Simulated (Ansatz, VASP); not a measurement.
## One calculation of Si2Ge, two programs

Contents of INCAR:

```
SYSTEM = Si2Ge
  PREC = Accurate
  ENCUT = 600
  EDIFF = 1E-6
  ISMEAR = 0
  SIGMA = 0.1
  LREAL = .FALSE.
  LASPH = .TRUE.
  NELM = 100
  ALGO = Normal
  ISIF = 3
  LWAVE = .FALSE.
  LCHARG = .FALSE.
  GGA = PE
  IBRION = 2
  NSW = 90
  EDIFFG = -0.04
```

Contents of KPOINTS:

```
regular mesh
0
G
  6 6 2
  0 0 0
```

Contents of POSCAR:

```
Si2Ge
1.0
    2.8924087400      0.0000000000      0.0000000000
   -1.4462043700      2.5048994500      0.0000000000
    0.0000000000      0.0000000000     13.7129361600
Si Ge
4 2
Direct
    0.3333333300      0.6666666700      0.0000000000
    0.6666666700      0.3333333300      0.8333333300
    0.6666666700      0.3333333300      0.1666666700
    0.6666666700      0.3333333300      0.5000000000
    0.3333333300      0.6666666700      0.6666666700
    0.3333333300      0.6666666700      0.3333333300
```

Input for Ansatz:

```yaml
crystal:
  lattice:
    - [2.89240874, 0.0, 0.0]
    - [-1.44620437, 2.50489945, 0.0]
    - [0.0, 0.0, 13.71293616]
  atoms:
    - { symbol: Si, position: [0.33333333, 0.66666667, 0.0] }
    - { symbol: Si, position: [0.66666667, 0.33333333, 0.83333333] }
    - { symbol: Si, position: [0.66666667, 0.33333333, 0.16666667] }
    - { symbol: Si, position: [0.66666667, 0.33333333, 0.5] }
    - { symbol: Ge, position: [0.33333333, 0.66666667, 0.66666667] }
    - { symbol: Ge, position: [0.33333333, 0.66666667, 0.33333333] }
basis:
  ecutwfc: 420
kpoints:
  mp_grid: { grid: [6, 6, 2] }
hamiltonian:
  xc: pbe
scf:
  occupations: { method: gaussian, width: 0.1 }
  lower_state_search: "off"
output:
  forces: true
  stress: true
  eigenvalues: true
relax:
  adjacent_minimum: "off"
  f_tol: 0.04
  max_steps: 70
  cell: { stress_tol: 0.4 }
```

Alike in both runs: task relaxation of cell and atoms; functional PBE; k mesh 6 × 6 × 2; occupations gaussian, width 0.1 eV; no spin polarisation.

|  | VASP | Ansatz |
| --- | --- | --- |
| version | VASP 6.6.1 | Ansatz 0.2.0 |
| potentials or method | VASP PAW PBE potentials, release 64 (Si, Ge_d), cutoff 600 eV | scalar-relativistic, plane waves, PAW |
| valence electrons in the cell | 44 | 44 |

VASP gave:

| Item | Value |
| --- | --- |
| gap on the k mesh at the Fermi level, each at its own relaxed structure (eV) | none |
| relaxed volume (Å³/atom) | 16.64 |
| relaxed cell length with the largest relative difference (Å) | 12.184 |

Task: Which values does Ansatz return?

Result: gap on the k mesh at the Fermi level, each at its own relaxed structure (eV): none; relaxed volume (Å³/atom): 16.43; relaxed cell length with the largest relative difference (Å): 12.942.

A gap of «none» marks a metal or a gap that the smearing closes. One of these differences is far larger than is usual between the two programs; its cause wasn't traced.

The k mesh is coarse, so the values compare programs but aren't converged. Noted on VASP's run: too few bands were computed for a metal, which touches its energy and stress.
